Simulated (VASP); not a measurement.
Wanted: the native input for a VASP 6.6.1 run.

| Item | Value |
| --- | --- |
| Task | single point |
| Functional | PBE |
| Potentials or basis | VASP PAW PBE potentials, release 64 (Au) |
| Cutoff | 520 eV |
| k mesh | 14 × 14 × 8 |
| Occupations | fermi-dirac, width 0.03 eV |
| Spin | no spin polarisation |
| Dipole correction | no |
| Further INCAR settings | ALGO = Normal; EDIFF = 1e-06; NBANDS = 18 |

The structure of Au lies in POSCAR:

```
Au
1.0
    2.8999984104      0.0000000000      0.0000000000
   -1.4499992052      2.5114722944      0.0000000000
    0.0000000000      0.0000000000      4.8800000000
Au
2
Direct
    0.3505747221      0.6666666667      0.7500000000
    0.6666666667      0.3333333333      0.2500000000
```

This cell differs from its parent crystal: atom 1 (Au) moved by [0.05, 0.0, 0.0] A.

The input as run:

INCAR

```
SYSTEM = Au
ALGO = Normal
EDIFF = 1E-6
ENCUT = 520
GGA = PE
ISIF = 2
ISMEAR = -1
LASPH = .TRUE.
LCHARG = .TRUE.
LELF = .TRUE.
LREAL = .FALSE.
LVHAR = .TRUE.
LWAVE = .FALSE.
NBANDS = 18
NELM = 60
PREC = Accurate
SIGMA = 0.03
```

KPOINTS

```
k-points
0
G
  14 14 8
  0 0 0
```

Potentials or basis: VASP PAW PBE potentials, release 64 (Au).

Run with:

```sh
$ cat potpaw_PBE.64/Au/POTCAR > POTCAR
$ mpirun -np 1 vasp_std > vasp.out
```

Results of the run:

```yaml
Pressure: 1.8 GPa
Largest_force: 0.019 eV/Å
Band_gap_on_the_k_mesh: zero (band 11 reaches 12.61 eV, above the bottom of band 12 at 6.22 eV)
```

Caveat: the cell differs from its parent crystal (atom 1 (Au) moved by [0.05, 0.0, 0.0] A); spin-orbit coupling is left out, which moves the levels of the heavy elements.

Wall time 2.7 min on 1 thread of Intel Xeon 6975P-C (shared host), peak memory 0.37 GiB.
